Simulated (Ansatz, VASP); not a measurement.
Two plane-wave programs on Zn

```
CELL_PARAMETERS angstrom
2.63538 0.00000 0.00000
-1.31769 2.28231 0.00000
0.00000 0.00000 5.09273
ATOMIC_POSITIONS crystal
Zn 0.33333 0.66667 0.25000
Zn 0.66667 0.33333 0.75000
```

Alike in both runs: functional PBE; k mesh 18 × 18 × 10; occupations fermi-dirac, width 0.08 eV; no spin polarisation.

Ansatz relaxed the structure, and its values are those at the end. VASP's run is a single point on that final structure, the one shown.

|  | VASP | Ansatz |
| --- | --- | --- |
| version | VASP 6.6.1 | Ansatz 0.2.0 |
| potentials or method | VASP PAW PBE potentials, release 64 (Zn) | PAW with Ansatz's default frozen-core files, scalar-relativistic |
| plane-wave cutoff (eV) | 520 | 420 |
| valence electrons in the cell | 24 | 24 |

|  | VASP | Ansatz | Ansatz less VASP |
| --- | --- | --- | --- |
| pressure (GPa) | 0.4 | 0.0 | -0.35 |

The functional is the same, so the differences come from potentials, cutoffs and numerics.
